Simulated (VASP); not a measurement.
# BN (sol2) (P6_3mc) in VASP: a series of runs

BN (sol2) is run at these levels: PBEsol; tasks: relaxation of the atoms, single point.

Everything below comes from runs of VASP 6.6.1. Logs are shortened: lines on timing, memory, paths and dates and some standing lists are left out, and cuts for length are marked.

### Step 1. The cell of the first run

The structure is hexagonal, space group P6_3mc (No. 186). Conventional cell: a = 2.502 Å, b = 2.502 Å, c = 4.210 Å, α = 90.00°, β = 90.00°, γ = 120.00°. Within 2.1 Å of B (site symmetry 3m) lie 4 N at 1.54 to 1.57 Å. N (site symmetry 3m) has 4 B at 1.54 to 1.57 Å within 2.1 Å.

### Step 2. Relaxation of the atoms, PBEsol (strained cell)

Input file INCAR:

```
SYSTEM = BN
PREC = Accurate
ENCUT = 520
EDIFF = 1E-6
ISMEAR = 0
SIGMA = 0.02
LREAL = .FALSE.
LASPH = .TRUE.
NELM = 100
ALGO = Normal
ISIF = 2
LWAVE = .FALSE.
LCHARG = .FALSE.
GGA = PS
IBRION = 2
NSW = 60
EDIFFG = -0.002
```

Input file KPOINTS:

```
regular mesh
0
G
  9 9 6
  0 0 0
```

Input file POSCAR:

```
BN
1.0
    2.5024521521      0.0000000000      0.0000000000
   -1.2512260761      2.1671871355      0.0000000000
    0.0000000000      0.0000000000      4.2100964420
B N
2 2
Direct
    0.3333333333      0.6666666667      0.0000745351
    0.6666666667      0.3333333333      0.5000745351
    0.3333333333      0.6666666667      0.3739254649
    0.6666666667      0.3333333333      0.8739254649
```

Potentials or basis: VASP PAW PBE potentials, release 64 (B, N).

Command:

```
$ cat potpaw_PBE.64/B/POTCAR potpaw_PBE.64/N/POTCAR > POTCAR
$ mpirun -np 1 vasp_std > vasp.out
```

OUTCAR:

```text
SYSTEM = BN
   PREC = Accurate
   ENCUT = 520
   EDIFF = 1E-6
   ISMEAR = 0
   LREAL = .FALSE.
   LASPH = .TRUE.
   NELM = 100
   ISIF = 2
   GGA = PS
   IBRION = 2
   NSW = 60
   EDIFFG = -0.002

 ion  position               nearest neighbor table
   1  0.333  0.667  0.000-   4 1.54   4 1.54   4 1.54   3 1.57
   2  0.667  0.333  0.500-   3 1.54   3 1.54   3 1.54   4 1.57
   3  0.333  0.667  0.374-   2 1.54   2 1.54   2 1.54   1 1.57
   4  0.667  0.333  0.874-   1 1.54   1 1.54   1 1.54   2 1.57

  LATTYP: Found a hexagonal cell.
 ALAT       =     2.5024521521
 C/A-ratio  =     1.6823883879

  Lattice vectors:

 A1 = (   2.5024521521,   0.0000000000,   0.0000000000)
 A2 = (  -1.2512260761,   2.1671871355,   0.0000000000)
 A3 = (   0.0000000000,   0.0000000000,   4.2100964420)

Analysis of symmetry for initial positions (statically):
=====================================================================
 Subroutine PRICEL returns:
 Original cell was already a primitive cell.

 Routine SETGRP: Setting up the symmetry group for a
 hexagonal supercell.

 Subroutine GETGRP returns: Found 12 space group operations
 (whereof  6 operations were pure point group operations)
 out of a pool of 24 trial point group operations.

The static configuration has the point symmetry C_3v.
 The point group associated with its full space group is C_6v.

Analysis of symmetry for dynamics (positions and initial velocities):
=====================================================================
 Subroutine PRICEL returns:
 Original cell was already a primitive cell.

 Routine SETGRP: Setting up the symmetry group for a
 hexagonal supercell.

 Subroutine GETGRP returns: Found 12 space group operations
 (whereof  6 operations were pure point group operations)
 out of a pool of 24 trial point group operations.

The dynamic configuration has the point symmetry C_3v.
 The point group associated with its full space group is C_6v.

 Subroutine INISYM returns: Found 12 space group operations
 (whereof  6 operations are pure point group operations),
 and found     1 'primitive' translations

----------------------------------------------------------------------------------------

                                     Primitive cell

  volume of cell :      22.8325

  direct lattice vectors                    reciprocal lattice vectors
     2.502452152  0.000000000  0.000000000     0.399608040  0.230713810  0.000000000
    -1.251226076  2.167187135  0.000000000     0.000000000  0.461427619  0.000000000
     0.000000000  0.000000000  4.210096442     0.000000000  0.000000000  0.237524250

  length of vectors
     2.502452152  2.502452152  4.210096442     0.461427619  0.461427619  0.237524250

  position of ions in fractional coordinates (direct lattice)
     0.333333333  0.666666667  0.000074535
     0.666666667  0.333333333  0.500074535
     0.333333333  0.666666667  0.373925465
     0.666666667  0.333333333  0.873925465

  ion indices of the primitive-cell ions
   primitive index   ion index
                 1           1
                 2           2
                 3           3
                 4           4

----------------------------------------------------------------------------------------

 KPOINTS: regular mesh

Automatic generation of k-mesh.
 Grid dimensions read from file:
 generate k-points for:    9    9    6

 Generating k-lattice:

  Cartesian coordinates                     Fractional coordinates (reciprocal lattice)
     0.044400893  0.025634868  0.000000000     0.111111111 -0.000000000  0.000000000
     0.000000000  0.051269735  0.000000000     0.000000000  0.111111111  0.000000000
     0.000000000  0.000000000  0.039587375     0.000000000  0.000000000  0.166666667

  Length of vectors
     0.051269735  0.051269735  0.039587375

  Shift w.r.t. Gamma in fractional coordinates (k-lattice)
     0.000000000  0.000000000  0.000000000

 Subroutine IBZKPT returns following result:
 ===========================================

 Found     48 irreducible k-points:

 Following reciprocal coordinates:
            Coordinates               Weight
  0.000000  0.000000  0.000000      1.000000
  0.111111  0.000000  0.000000      6.000000
  0.222222 -0.000000  0.000000      6.000000
  0.333333 -0.000000  0.000000      6.000000
  0.444444 -0.000000  0.000000      6.000000
  0.111111  0.111111  0.000000      6.000000
[... 16 lines left out ...]
  0.333333  0.222222  0.166667     24.000000
  0.333333  0.333333  0.166667      4.000000
 [... further k-points ...]
   k-points           NKPTS =     48   k-points in BZ     NKDIM =     48   number of bands    NBANDS=     12
   number of dos      NEDOS =    301   number of ions     NIONS =      4
   total plane-waves  NPLWV =  12800
   dimension x,y,z NGX =    20 NGY =   20 NGZ =   32
   dimension x,y,z NGXF=    40 NGYF=   40 NGZF=   64
   ions per type =               2   2
   NGX,Y,Z   is equivalent  to a cutoff of  13.29, 13.29, 12.64 a.u.
   NGXF,Y,Z  is equivalent  to a cutoff of  26.57, 26.57, 25.27 a.u.
 SYSTEM =  BN
   PREC   = accura    normal or accurate (medium, high low for compatibility)
   ISTART =      0    job   : 0-new  1-cont  2-samecut
   ICHARG =      2    charge: 1-file 2-atom 10-const
   ISPIN  =      1    spin polarized calculation?
   LNONCOLLINEAR =      F non collinear calculations
   LSORBIT =      F    spin-orbit coupling
   LASPH  =      T    aspherical Exc in radial PAW
   ENCUT  =  520.0 eV  38.22 Ry    6.18 a.u.   4.65  4.65  7.83*2*pi/ulx,y,z
   NELM   =    100;   NELMIN=  2; NELMDL= -5     # of ELM steps
   EDIFF  = 0.1E-05   stopping-criterion for ELM
   LREAL  =      F    real-space projection
   EDIFFG = -.2E-02   stopping-criterion for IOM
   NSW    =     60    number of steps for IOM
   IBRION =      2    ionic relax: 0-MD 1-quasi-New 2-CG
   NFREE  =      1    steps in history (QN), initial steepest desc. (CG)
   ISIF   =      2    stress and relaxation
   ISYM   =      2    0-nonsym 1-usesym 2-fastsym
   POTIM  = 0.5000    time-step for ionic-motion
   TEBEG  =    0.0;   TEEND  =   0.0 temperature during run
   PSTRESS=    0.0 pullay stress
   NELECT =      16.0000    total number of electrons
   NUPDOWN=      -1.0000    fix difference up-down
   EMIN   =  10.00;   EMAX   =-10.00  energy-range for DOS
   EFERMI =   0.00;   METHOD = LEGACY
   ISMEAR =     0;   SIGMA  =   0.02  broadening in eV -4-tet -1-fermi 0-gaus
   EFERMI_NEDOS =   21; number of points for ismear=-14 and -15
   IALGO  =     38    algorithm
   IMIX   =      4    mixing-type and parameters
     AMIX     =   0.40;   BMIX     =  1.00
     AMIX_MAG =   1.60;   BMIX_MAG =  1.00
  volume/ion in A,a.u.               =       5.71        38.52
  Fermi-wavevector in a.u.,A,eV,Ry     =   1.454108  2.747866 28.768578  2.114431
  Thomas-Fermi vector in A             =   2.571297
   LORBIT       =      0    0 simple, 1 ext, 2 COOP (PROOUT), +10 PAW based schemes
   GGA     = PS    functional components
   LHFCALC =     F    Hartree Fock is set to
   AEXX    =    0.0000 exact exchange contribution
   IVDW    =     0    specifies the selected vdW correction
   LEPSILON=     F    determine dielectric tensor
   LRPA    =     F    only Hartree local field effects (RPA)
 conjugate gradient relaxation of ions
 non-spin polarized calculation
 Gauss-broadening in eV      SIGMA  =   0.02
  energy-cutoff  :      520.00
  volume of cell :       22.83
 maximum number of plane-waves:       628
 NGX is ok and might be reduce to    20
   NGX =  9   NGY =  9   NGZ = 15

--------------------------------------- Ionic step        1  -------------------------------------------

 number of electron      15.9999997 magnetization

 Free energy of the ion-electron system (eV)
  ---------------------------------------------------
  ext. energy  EPLUGINS =         0.00000000
  ---------------------------------------------------
  free energy    TOTEN  =       -36.58367116 eV

  energy without entropy =      -36.58367116  energy(sigma->0) =      -36.58367116

------------------------ aborting loop because EDIFF is reached ----------------------------------------

  FORCE on cell =-STRESS in cart. coord.  units (eV):
  Direction    XX          YY          ZZ          XY          YZ          ZX
  --------------------------------------------------------------------------------------
  -------------------------------------------------------------------------------------
  Total        2.6195894      2.6195894      0.1126341     -0.0000000      0.0000000      0.0000000
  in kB      183.8186502    183.8186502      7.9036212     -0.0000000      0.0000000      0.0000000
  external PRESSURE =     125.1803072 kB  Pullay stress =       0.0000000 kB
[... 61 lines left out ...]
  energy  without entropy=      -36.5836671278  energy(sigma->0) =      -36.58366713

--------------------------------------- Ionic step        3  -------------------------------------------

 number of electron      15.9999997 magnetization

 Free energy of the ion-electron system (eV)
  ---------------------------------------------------
  ext. energy  EPLUGINS =         0.00000000
  ---------------------------------------------------
  free energy    TOTEN  =       -36.58367521 eV

  energy without entropy =      -36.58367521  energy(sigma->0) =      -36.58367521

 E-fermi :   8.1326     XC(G=0): -13.1761

 val. band max:        7.9922677547   @ k =   0.0000   0.0000   0.0000
 cond. band min:      12.7754708638   @ k =   0.3333   0.3333   0.0000
 fundamental gap:      4.7832031091
 Fermi energy:         8.1325818152

 k-point     1 :       0.0000    0.0000    0.0000
  band No.  band energies     occupation
      1     -12.8782      2.00000
      2      -8.6671      2.00000
      3      -3.4352      2.00000
      4       5.8998      2.00000
      5       5.8998      2.00000
      6       7.5788      2.00000
      7       7.9923      2.00000
      8       7.9923      2.00000
      9      16.1718      0.00000
     10      16.5723      0.00000
     11      16.5723      0.00000
     12      18.2190      0.00000
[... 331 lines left out ...]
 k-point    24 :       0.3333    0.3333    0.1667
  band No.  band energies     occupation
      1      -7.2103      2.00000
      2      -7.2103      2.00000
      3      -1.5220      2.00000
      4      -0.0771      2.00000
      5      -0.0771      2.00000
      6       1.7177      2.00000
      7       3.1204      2.00000
      8       3.1204      2.00000
      9      13.5247      0.00000
     10      19.8835      0.00000
     11      19.8835      0.00000
     12      21.6017      0.00000

 [... further k-points ...]

------------------------ aborting loop because EDIFF is reached ----------------------------------------

  FORCE on cell =-STRESS in cart. coord.  units (eV):
  Direction    XX          YY          ZZ          XY          YZ          ZX
  --------------------------------------------------------------------------------------
  -------------------------------------------------------------------------------------
  Total        2.6176379      2.6176379      0.1163289     -0.0000000      0.0000000      0.0000000
  in kB      183.6817064    183.6817064      8.1628925     -0.0000000      0.0000000      0.0000000
  external PRESSURE =     125.1754351 kB  Pullay stress =       0.0000000 kB
[... 19 lines left out ...]
  FREE ENERGIE OF THE ION-ELECTRON SYSTEM (eV)
  ---------------------------------------------------
  free  energy   TOTEN  =       -36.5836752116 eV

  energy  without entropy=      -36.5836752116  energy(sigma->0) =      -36.58367521

 reached required accuracy - stopping structural energy minimisation
```

It took 45 s on 1 thread of AMD EPYC 7R13, shared host; peak memory 0.11 GiB.

What came out:

```yaml
Free_energy: -36.5837 eV
Energy_gained_by_relaxing: 0.0 meV/atom
Ionic_steps: 3
Pressure_after_relaxing: 12.5 GPa
Band_gap_on_the_k_mesh: 4.78 eV, indirect (least direct gap 8.18 eV)
```

Stress tensor (GPa, compression positive):
```
18.37  0.00  0.00
 0.00 18.37  0.00
 0.00  0.00  0.82
```

Final structure:
```cif
data_structure
_symmetry_space_group_name_H-M 'P 1'
_symmetry_Int_Tables_number 1
_cell_length_a 2.5025
_cell_length_b 2.5025
_cell_length_c 4.2101
_cell_angle_alpha 90.000
_cell_angle_beta 90.000
_cell_angle_gamma 120.000
_cell_volume 22.83
loop_
_atom_site_label
_atom_site_type_symbol
_atom_site_fract_x
_atom_site_fract_y
_atom_site_fract_z
_atom_site_occupancy
B1 B 0.33333 0.66667 0.00012 1
B2 B 0.66667 0.33333 0.50012 1
N1 N 0.33333 0.66667 0.37388 1
N2 N 0.66667 0.33333 0.87388 1
```

Caveat: the cell differs from its parent crystal (strained cell); the PAW data sets were made with another functional, which shifts forces and pressure a little.

### Step 3. Relaxation of the atoms, PBEsol (strained cell)

Input file INCAR:

```
SYSTEM = BN
PREC     = Accurate       ! precision mode
ENCUT    = 520            ! plane-wave cutoff, eV
EDIFF    = 1E-6           ! SCF threshold, eV
ISMEAR   = 0              ! smearing method
SIGMA    = 0.02           ! smearing width, eV
LREAL    = .FALSE.        ! projectors in reciprocal space
LASPH    = .TRUE.         ! aspherical terms in the spheres
NELM     = 80             ! most SCF steps
ALGO     = Normal         ! electronic algorithm
ISIF     = 2              ! what is computed and relaxed
LWAVE    = .FALSE.        ! write WAVECAR
LCHARG   = .FALSE.        ! write CHGCAR
GGA      = PS             ! functional
IBRION   = 2              ! ionic algorithm
NSW      = 60             ! ionic steps
EDIFFG   = -0.002         ! ionic threshold
```

KPOINTS is that of step 2.

Input file POSCAR:

```
BN
1.0
    2.5024521521      0.0000000000      0.0000000000
   -1.2512260761      2.1671871355      0.0000000000
    0.0000000000      0.0000000000      4.2404782105
B N
2 2
Direct
    0.3333333333      0.6666666667     -0.0002373568
    0.6666666667      0.3333333333      0.4997626432
    0.3333333333      0.6666666667      0.3742373568
    0.6666666667      0.3333333333      0.8742373568
```

Potentials or basis: VASP PAW PBE potentials, release 64 (B, N).

Command:

```
$ cat potpaw_PBE.64/B/POTCAR potpaw_PBE.64/N/POTCAR > POTCAR
$ mpirun -np 1 vasp_std > vasp.out
```

Run time: 54 s. Hardware: 1 thread of AMD EPYC 7R13, shared host; peak memory 0.11 GiB.

The run converged. Its results:

```yaml
Free_energy: -36.5808 eV
Energy_gained_by_relaxing: 0.1 meV/atom
Ionic_steps: 3
Pressure_after_relaxing: 9.6 GPa
Band_gap_on_the_k_mesh: 4.77 eV, indirect (least direct gap 7.90 eV)
```

Stress tensor (GPa, compression positive):
```
17.79  0.00  0.00
 0.00 17.79  0.00
 0.00  0.00 -6.91
```

Step by step:
```csv
step,energy change (eV),largest force (eV/Å),pressure (GPa)
1,0.0000,0.0695,9.64
2,0.0001,0.0874,9.46
3,-0.0002,0.0017,9.56
```

Final structure:
```
CELL_PARAMETERS angstrom
2.50245 0.00000 0.00000
-1.25123 2.16719 0.00000
0.00000 0.00000 4.24048
ATOMIC_POSITIONS crystal
B 0.33333 0.66667 0.00011
B 0.66667 0.33333 0.50011
N 0.33333 0.66667 0.37389
N 0.66667 0.33333 0.87389
```

Levels at points of the mesh, in eV from the valence-band top:
| k point | band 6 | band 7 | band 8 | band 9 | band 10 | band 11 |
| --- | --- | --- | --- | --- | --- | --- |
| (0.00, 0.00, 0.00) | -0.44 | 0.00 | 0.00 | 7.90 | 8.62 | 8.62 |
| (0.00, 0.00, 0.50) | -1.12 | -1.12 | -1.12 | 9.96 | 9.96 | 10.14 |

Caveat: the cell differs from its parent crystal (strained cell); the PAW data sets were made with another functional, which shifts forces and pressure a little. A k mesh can miss the band edges.

[end of part 1 of 2]
